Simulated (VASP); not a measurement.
Here is a VASP 6.6.1 calculation.

File INCAR:

```
PREC     = Accurate       # precision mode
ENCUT    = 520            # plane-wave cutoff, eV
EDIFF    = 1E-6           # SCF threshold, eV
ISMEAR   = -1             # smearing method
SIGMA    = 0.15           # smearing width, eV
LREAL    = False          # projectors in reciprocal space
LASPH    = True           # aspherical terms in the spheres
NELM     = 80             # most SCF steps
ALGO     = Normal         # electronic algorithm
ISIF     = 2              # what is computed and relaxed
LWAVE    = False          # write WAVECAR
LCHARG   = True           # write CHGCAR
GGA      = PE             # functional
IVDW     = 12             # dispersion correction
LELF     = True           # ELF
LVHAR    = True         
NBANDS   = 12             # bands
```

The input KPOINTS:

```
Automatic mesh
0
Gamma
  7 4 5
```

File POSCAR:

```
Be
1.0
    2.1680000000      0.0000000000      0.0000000000
    0.0000000000      3.7550000000      0.0000000000
    0.0000000000      0.0000000000      3.4160000000
Be
4
Direct
    0.6344800000      0.8303600000      0.7214500000
    0.3639700000      0.1705400000      0.6803800000
    0.1142562731      0.6879900000      0.2827800000
    0.8273100000      0.3230700000      0.3029100000
```

Potentials or basis: VASP PAW PBE potentials, release 64 (Be).

Run with:

```console
$ cat potpaw_PBE.64/Be/POTCAR > POTCAR
$ mpirun -np 1 vasp_std > vasp.out
```

(1) Predict the largest force.

(2) Estimate the dispersion energy per atom.

(3) What does it give for the pressure?

(4) Predict the band gap on the k mesh.

## Answers

(1) 11.754 eV/Å.

(2) -0.406 eV.

(3) 60.8 GPa.

(4) zero (bands 4 and 5 overlap by 0.88 eV).

Caveat: the k points lie up to 0.42 Å⁻¹ apart, too coarse for converged energies and pressures of a metal; three body term missing; forces of over 1 eV/Å act on the atoms, so gaps and moduli don't describe the material at rest.
